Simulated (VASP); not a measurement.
A run of VASP 6.6.1 is set up as follows.

POSCAR

```
GaN
1.0
    3.1799996605      0.0000000000      0.0000000000
   -1.5899998303      2.7539604900      0.0000000000
    0.0000000000      0.0000000000      5.1660000000
Ga N
2 2
Direct
    0.3333333333      0.6666666667     -0.0116144019
    0.6666666667      0.3333333333      0.5000000000
    0.3333333333      0.6666666667      0.3750000000
    0.6666666667      0.3333333333      0.8750000000
```

Contents of INCAR.step1:

```
PREC = Accurate ; ENCUT = 660
ISMEAR = 0 ; SIGMA = 0.05
LREAL = F ; LASPH = T
NELM = 120 ; NBANDS = 26
GGA = PE ; ALGO = Normal
EDIFF = 1E-5 ; LWAVE = T
LCHARG = F ; GGA_COMPAT = F
```

INCAR.step2

```
PREC = Accurate ; ENCUT = 660
EDIFF = 1E-6 ; ISMEAR = 0
SIGMA = 0.05 ; LREAL = F
LASPH = T ; NELM = 120
ALGO = Normal ; ISIF = 2
LWAVE = F ; LCHARG = F
METAGGA = R2SCAN ; LMIXTAU = T
NBANDS = 26 ; ISTART = 1
GGA_COMPAT = F
```

Contents of KPOINTS:

```
regular mesh
0
Gamma
  12 12 6
```

Potentials or basis: VASP PAW PBE potentials, release 64 (Ga_d, N).

Run with:

```bash
$ cat potpaw_PBE.64/Ga_d/POTCAR potpaw_PBE.64/N/POTCAR > POTCAR
$ cp INCAR.step1 INCAR
$ mpirun -np 1 vasp_std > vasp.out
$ cp INCAR.step2 INCAR
$ mpirun -np 1 vasp_std > vasp.out
```

Problem. Estimate the largest force.

Solution. 1.049 eV/Å.

Problem. Estimate the band gap on the k mesh.

Solution. 2.36 eV.

Forces in eV/Å, atoms in the order of the input:
```
Ga   0.000  0.000  1.049
Ga   0.000  0.000 -0.659
N    0.000  0.000 -0.235
N    0.000  0.000 -0.155
```

Caveat: the cell differs from its parent crystal (atom 1 (Ga) moved -0.060 Å towards its neighbour atom 3 (N) at 1.937 Å); the PAW data sets were made with another functional, which shifts forces and pressure a little.
